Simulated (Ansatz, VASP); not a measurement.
# BaTe in VASP and in Ansatz

```
Ba Te
1.0
     0.00000    3.56000    3.56000
     3.56000    0.00000    3.56000
     3.56000    3.56000    0.00000
Ba Te
1 1
Direct
  0.00000 0.00000 0.00000
  0.50000 0.50000 0.50000
```

Alike in both runs: task single point; functional LDA; k mesh 4 × 4 × 4; occupations gaussian, width 0.05 eV; no spin polarisation.

```csv
,VASP,Ansatz
version,VASP 6.6.1,Ansatz 0.2.0
potentials or method,"VASP PAW LDA potentials, release 64 (Ba_sv, Te), cutoff 500 eV","scalar-relativistic, plane waves, PAW"
valence electrons in the cell,16,26
```

|  | VASP | Ansatz | Ansatz less VASP |
| --- | --- | --- | --- |
| gap on the k mesh at the Fermi level (eV) | 1.49 | 1.57 | +0.082 |
| least direct gap on the mesh (eV) | 1.87 | 1.93 | +0.055 |
| pressure (GPa) | -2.7 | -3.0 | -0.32 |

LDA's correlation is that of Perdew and Zunger in VASP and of Perdew and Wang (1992) in Ansatz. VASP's potentials hold 16 valence electrons a cell and Ansatz's 26, so a difference there can come from the potentials and not from the codes.

Neither program's run includes spin-orbit coupling.
